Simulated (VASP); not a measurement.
# CaO (Fm-3m) in VASP: notebook, part 2 of 2

VASP 6.6.1. The steps go on from the part before.

## Step 3: Single point, r2SCAN

This run uses another cell than the first one, of 12.43 Å³/atom, 0.902 times its volume.

POSCAR reads:

```
CaO
1.0
    0.0000000000      2.3165967440      2.3165967440
    2.3165967440      0.0000000000      2.3165967440
    2.3165967440      2.3165967440      0.0000000000
Ca O
1 1
Direct
    0.0000000000      0.0000000000      0.0000000000
    0.5000000000      0.5000000000      0.5000000000
```

INCAR.step1 reads:

```
PREC = Accurate ; ENCUT = 520
ISMEAR = 0 ; SIGMA = 0.01
LREAL = False ; LASPH = True
NELM = 80 ; NBANDS = 15
GGA = PE ; ALGO = Normal
EDIFF = 1E-4 ; LWAVE = True
LCHARG = False
```

INCAR.step2 reads:

```
PREC = Accurate ; ENCUT = 520
EDIFF = 1E-7 ; ISMEAR = 0
SIGMA = 0.01 ; LREAL = False
LASPH = True ; NELM = 80
ALGO = Normal ; ISIF = 2
LWAVE = False ; LCHARG = False
METAGGA = R2SCAN ; LMIXTAU = True
NBANDS = 15 ; ISTART = 1
```

KPOINTS reads:

```
Automatic mesh
0
Gamma
  8 8 8
```

Potentials or basis: VASP PAW PBE potentials, release 64 (Ca_sv, O).

Launch:

```bash
$ cat potpaw_PBE.64/Ca_sv/POTCAR potpaw_PBE.64/O/POTCAR > POTCAR
$ cp INCAR.step1 INCAR
$ mpirun -np 1 vasp_std > vasp.out
$ cp INCAR.step2 INCAR
$ mpirun -np 1 vasp_std > vasp.out
```

OUTCAR:

```text
PREC = Accurate
   ENCUT = 520
   EDIFF = 1E-7
   ISMEAR = 0
   LREAL = False
   LASPH = True
   NELM = 80
   ISIF = 2
   METAGGA = R2SCAN
   ISTART = 1

 ion  position               nearest neighbor table
   1  0.000  0.000  0.000-   2 2.32   2 2.32   2 2.32   2 2.32   2 2.32   2 2.32
   2  0.500  0.500  0.500-   1 2.32   1 2.32   1 2.32   1 2.32   1 2.32   1 2.32

  LATTYP: Found a face centered cubic cell.
 ALAT       =     4.6331934880

  Lattice vectors:

[... 620 lines left out ...]

  FORCE on cell =-STRESS in cart. coord.  units (eV):
  Direction    XX          YY          ZZ          XY          YZ          ZX
  --------------------------------------------------------------------------------------
  -------------------------------------------------------------------------------------
  Total        2.5888467      2.5888467      2.5888467     -0.0000000     -0.0000000      0.0000000
  in kB      166.8151909    166.8151909    166.8151909     -0.0000000     -0.0000000      0.0000000
  external PRESSURE =     166.8151909 kB  Pullay stress =       0.0000000 kB

 VOLUME and BASIS-vectors are now :
 -----------------------------------------------------------------------------
  energy-cutoff  :      520.00
  volume of cell :       24.86
      direct lattice vectors                 reciprocal lattice vectors
     0.000000000  2.316596744  2.316596744    -0.215833853  0.215833853  0.215833853
     2.316596744  0.000000000  2.316596744     0.215833853 -0.215833853  0.215833853
     2.316596744  2.316596744  0.000000000     0.215833853  0.215833853 -0.215833853

 POSITION                                       TOTAL-FORCE (eV/Angst)
 -----------------------------------------------------------------------------------
      0.00000      0.00000      0.00000        -0.000000     -0.000000     -0.000000
      2.31660      2.31660      2.31660         0.000000      0.000000      0.000000
 -----------------------------------------------------------------------------------
    total drift:                                0.000000     -0.000000     -0.000000

  FREE ENERGIE OF THE ION-ELECTRON SYSTEM (eV)
  ---------------------------------------------------
  free  energy   TOTEN  =       -19.3116052218 eV

  energy  without entropy=      -19.3116052218  energy(sigma->0) =      -19.31160522
```

OUTCAR.step1:

```text
PREC = Accurate
   ENCUT = 520
   ISMEAR = 0
   LREAL = False
   LASPH = True
[... 653 lines left out ...]
      0.00000      0.00000      0.00000        -0.000000      0.000000      0.000000
      2.31660      2.31660      2.31660         0.000000      0.000000      0.000000
 -----------------------------------------------------------------------------------
    total drift:                                0.000000     -0.000000     -0.000000

  FREE ENERGIE OF THE ION-ELECTRON SYSTEM (eV)
  ---------------------------------------------------
  free  energy   TOTEN  =       -12.6254310665 eV

  energy  without entropy=      -12.6254310665  energy(sigma->0) =      -12.62543107
```

Run time: 18 s. Hardware: 1 thread of Intel Xeon 6975P-C (Granite Rapids), shared host; peak memory 0.14 GiB.

Results:

| Quantity | Value |
| --- | --- |
| Free energy | -19.3116 eV |
| Pressure | 16.7 GPa |
| Band gap on the k mesh | 4.13 eV, indirect (least direct gap 4.46 eV) |

Levels at points of the mesh, in eV from the valence-band top:
```csv
k point,band 4,band 5,band 6,band 7,band 8,band 9,band 10,band 11,band 12,band 13
"(0.00, 0.00, 0.00)",-18.41,-16.69,0.00,0.00,0.00,6.42,7.11,7.11,7.11,8.91
"(0.50, 0.00, 0.00)",-18.48,-14.83,-2.88,-1.44,-1.44,8.23,9.66,9.66,10.13,12.16
"(0.50, 0.50, 0.00)",-18.74,-16.50,-1.21,-0.34,-0.34,4.13,9.62,10.27,11.00,11.00
```

Caveat: the PAW data sets were made with another functional, which shifts forces and pressure a little. r2SCAN opens gaps a little over a GGA but as a rule still falls short of measured ones.

## Step 4: Single point, r2SCAN

This run uses another cell than the first one, of 12.81 Å³/atom, 0.930 times its volume.

POSCAR reads:

```
CaO
1.0
    0.0000000000      2.3397941731      2.3397941731
    2.3397941731      0.0000000000      2.3397941731
    2.3397941731      2.3397941731      0.0000000000
Ca O
1 1
Direct
    0.0000000000      0.0000000000      0.0000000000
    0.5000000000      0.5000000000      0.5000000000
```

INCAR.step1 reads:

```
SYSTEM = CaO
PREC = Accurate
ENCUT = 520
ISMEAR = 0
SIGMA = 0.01
LREAL = .FALSE.
LASPH = .TRUE.
NELM = 80
NBANDS = 15
GGA = PE
ALGO = Normal
EDIFF = 1E-4
LWAVE = .TRUE.
LCHARG = .FALSE.
```

INCAR.step2 reads:

```
SYSTEM = CaO
PREC = Accurate
ENCUT = 520
EDIFF = 1E-6
ISMEAR = 0
SIGMA = 0.01
LREAL = .FALSE.
LASPH = .TRUE.
NELM = 80
ALGO = Normal
ISIF = 2
LWAVE = .FALSE.
LCHARG = .FALSE.
METAGGA = R2SCAN
LMIXTAU = .TRUE.
NBANDS = 15
ISTART = 1
```

KPOINTS reads:

```
regular mesh
0
G
  8 8 8
  0 0 0
```

Launch:

```bash
$ cat potpaw_PBE.64/Ca_sv/POTCAR potpaw_PBE.64/O/POTCAR > POTCAR
$ cp INCAR.step1 INCAR
$ mpirun -np 1 vasp_std > vasp.out
$ cp INCAR.step2 INCAR
$ mpirun -np 1 vasp_std > vasp.out
```

Run time: 34 s. Hardware: 1 thread of Intel Xeon 6975P-C (Granite Rapids), shared host; peak memory 0.17 GiB.

The run converged. Its results:

```yaml
Free_energy: -19.3786 eV
Pressure: 11.5 GPa
Band_gap_on_the_k_mesh: 4.15 eV, indirect (least direct gap 4.50 eV)
```

Levels at points of the mesh, in eV from the valence-band top:
| k point | band 5 | band 6 | band 7 | band 8 | band 9 | band 10 | band 11 | band 12 |
| --- | --- | --- | --- | --- | --- | --- | --- | --- |
| (0.00, 0.00, 0.00) | -16.63 | 0.00 | 0.00 | 0.00 | 6.14 | 7.04 | 7.04 | 7.04 |
| (0.50, 0.00, 0.00) | -14.95 | -2.80 | -1.37 | -1.37 | 8.09 | 9.50 | 9.50 | 9.87 |
| (0.50, 0.50, 0.00) | -16.43 | -1.24 | -0.35 | -0.35 | 4.15 | 9.38 | 10.09 | 10.79 |

Caveat: the PAW data sets were made with another functional, which shifts forces and pressure a little. A k mesh can miss the band edges.

## Step 5: Single point, r2SCAN

This run uses another cell than the first one, of 13.06 Å³/atom, 0.948 times its volume.

POSCAR reads:

```
CaO
1.0
    0.0000000000      2.3551214517      2.3551214517
    2.3551214517      0.0000000000      2.3551214517
    2.3551214517      2.3551214517      0.0000000000
Ca O
1 1
Direct
    0.0000000000      0.0000000000      0.0000000000
    0.5000000000      0.5000000000      0.5000000000
```

INCAR.step1 reads:

```
PREC = Accurate ; ENCUT = 520
ISMEAR = 0 ; SIGMA = 0.01
LREAL = F ; LASPH = T
NELM = 80 ; NBANDS = 15
GGA = PE ; ALGO = Normal
EDIFF = 1E-4 ; LWAVE = T
LCHARG = F
```

INCAR.step2 reads:

```
PREC = Accurate ; ENCUT = 520
EDIFF = 1E-6 ; ISMEAR = 0
SIGMA = 0.01 ; LREAL = F
LASPH = T ; NELM = 80
ALGO = Normal ; ISIF = 2
LWAVE = F ; LCHARG = F
METAGGA = R2SCAN ; LMIXTAU = T
NBANDS = 15 ; ISTART = 1
```

KPOINTS reads:

```
Automatic mesh
0
Gamma
  8 8 8
```

Launch:

```bash
$ cat potpaw_PBE.64/Ca_sv/POTCAR potpaw_PBE.64/O/POTCAR > POTCAR
$ cp INCAR.step1 INCAR
$ mpirun -np 1 vasp_std > vasp.out
$ cp INCAR.step2 INCAR
$ mpirun -np 1 vasp_std > vasp.out
```

Wall time 35 s (1 thread of Intel Xeon 6975P-C (Granite Rapids), shared host); peak memory 0.16 GiB.

It converged, with:

```yaml
Free_energy: -19.4106 eV
Pressure: 8.3 GPa
Band_gap_on_the_k_mesh: 4.16 eV, indirect (least direct gap 4.52 eV)
```

Levels at points of the mesh, in eV from the valence-band top:
```
           k point  band 5  band 6  band 7  band 8  band 9  band 10  band 11  band 12
(0.00, 0.00, 0.00)  -16.59    0.00    0.00    0.00    5.96     7.00     7.00     7.00
(0.50, 0.00, 0.00)  -15.01   -2.75   -1.33   -1.33    7.99     9.39     9.39     9.71
(0.50, 0.50, 0.00)  -16.38   -1.26   -0.36   -0.36    4.16     9.23     9.98    10.66
```

Caveat: the PAW data sets were made with another functional, which shifts forces and pressure a little.

## Step 6: Summary

```csv
cell,k mesh,smearing,gap on the mesh (eV),pressure (GPa)
"a = 3.390 Å, angles 60.0°, 2 atoms",18 × 18 × 18,fermi-dirac 0.08 eV,4.19,1.1
"a = 3.276 Å, angles 60.0°, 2 atoms",8 × 8 × 8,gaussian 0.01 eV,4.13,16.7
"a = 3.309 Å, angles 60.0°, 2 atoms",8 × 8 × 8,gaussian 0.01 eV,4.15,11.5
"a = 3.331 Å, angles 60.0°, 2 atoms",8 × 8 × 8,gaussian 0.01 eV,4.16,8.3
```

Alike in all rows: task single point; level r2SCAN; potentials or basis VASP PAW PBE potentials, release 64 (Ca_sv, O); no spin polarisation; cutoff (eV) 520.

Caveats: the PAW data sets were made with another functional, which shifts forces and pressure a little.

Total energies depend on the potentials used, so only differences within one code and one set of settings carry meaning.
